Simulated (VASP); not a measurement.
Wanted: the native input for a VASP 6.6.1 run.

| Item | Value |
| --- | --- |
| Task | single point |
| Functional | r2SCAN |
| Potentials or basis | VASP PAW PBE potentials, release 64 (Ta_pv) |
| Cutoff | 520 eV |
| k mesh | 20 × 20 × 20 |
| Occupations | gaussian, width 0.15 eV |
| Spin | no spin polarisation |
| Dipole correction | no |
| Further INCAR settings | ALGO = Normal; EDIFF = 1e-07; NBANDS = 12 |

The system is Ta.

```
Ta
1.0
    -1.73384    1.73384    1.65128
     1.73384   -1.73384    1.65128
     1.56872    1.56872   -1.65128
Ta
1
Cartesian
  0.0000 0.0000 0.0000
```

This cell differs from its parent crystal: strain -0.1000 x Voigt [0, 0, 0, 0, 0, 1].

These files were run (other wordings do the same):

POSCAR

```
Ta
1.0
   -1.7338440000      1.7338440000      1.6512800000
    1.7338440000     -1.7338440000      1.6512800000
    1.5687160000      1.5687160000     -1.6512800000
Ta
1
Direct
    0.0000000000      0.0000000000      0.0000000000
```

INCAR.step1

```
SYSTEM = Ta
PREC = Accurate ; ENCUT = 520
ISMEAR = 0 ; SIGMA = 0.15
LREAL = .FALSE. ; LASPH = .TRUE.
NELM = 100 ; NBANDS = 12
GGA = PE ; ALGO = Normal
EDIFF = 1E-4 ; LWAVE = .TRUE.
LCHARG = .FALSE.
```

INCAR.step2

```
SYSTEM = Ta
PREC = Accurate ; ENCUT = 520
EDIFF = 1E-7 ; ISMEAR = 0
SIGMA = 0.15 ; LREAL = .FALSE.
LASPH = .TRUE. ; NELM = 100
ALGO = Normal ; ISIF = 2
LWAVE = .FALSE. ; LCHARG = .TRUE.
METAGGA = R2SCAN ; LMIXTAU = .TRUE.
LELF = .TRUE. ; LVHAR = .TRUE.
NBANDS = 12 ; ISTART = 1
```

KPOINTS

```
regular mesh
0
G
  20 20 20
  0 0 0
```

Potentials or basis: VASP PAW PBE potentials, release 64 (Ta_pv).

Run with:

```console
$ cat potpaw_PBE.64/Ta_pv/POTCAR > POTCAR
$ cp INCAR.step1 INCAR
$ mpirun -np 1 vasp_std > vasp.out
$ cp INCAR.step2 INCAR
$ mpirun -np 1 vasp_std > vasp.out
```

It gave:

```yaml
Pressure: 2.2 GPa
Band_gap_on_the_k_mesh: zero (an odd number of electrons rules out a gap without spin polarisation)
```

Caveat: the cell differs from its parent crystal (strain -0.1000 x Voigt [0, 0, 0, 0, 0, 1]); the PAW data sets were made with another functional, which shifts forces and pressure a little; spin-orbit coupling is left out, which moves the levels of the heavy elements.

Run time: 25 min on 1 thread of Oxide Virtual Turin-like Processor, with other jobs on the host, peak memory 0.32 GiB.
